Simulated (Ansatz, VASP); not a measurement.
One calculation of TeWS4, two programs

```
CELL_PARAMETERS angstrom
4.23608 -4.39024 0.00000
4.23608 4.39024 0.00000
0.00000 0.00000 3.82665
ATOMIC_POSITIONS crystal
Te 0.50000 0.50000 0.50000
W 0.00000 0.00000 0.00000
S 0.79530 0.20470 0.50000
S 0.20470 0.79530 0.50000
S 0.70493 0.70493 0.00000
S 0.29507 0.29507 0.00000
```

Change from the starting cell: species swapped into the CrWO4 type (Cmmm, No. 65).

Alike in both runs: task relaxation of cell and atoms; functional PBE; k mesh 4 × 4 × 4; occupations gaussian, width 0.1 eV; no spin polarisation.

|  | VASP | Ansatz |
| --- | --- | --- |
| version | VASP 6.6.1 | Ansatz 0.2.0 |
| potentials or method | VASP PAW PBE potentials, release 64 (Te, W_sv, S), cutoff 600 eV | scalar-relativistic, plane waves, PAW |
| valence electrons in the cell | 44 | 54 |

Ansatz gave:

- gap on the k mesh at the Fermi level, each at its own relaxed structure (eV): none
- relaxed volume (Å³/atom): 22.69
- relaxed cell length with the largest relative difference (Å): 3.902

**Question.** What did VASP give for the same quantities?

**Answer.** gap on the k mesh at the Fermi level, each at its own relaxed structure (eV): none; relaxed volume (Å³/atom): 22.82; relaxed cell length with the largest relative difference (Å): 3.749.

A gap of «none» marks a metal or a gap that the smearing closes. VASP's potentials hold 44 valence electrons a cell and Ansatz's 54, so a difference there can come from the potentials and not from the codes.

The k mesh is coarse, so the values compare programs but aren't converged. Spin-orbit coupling is off throughout.
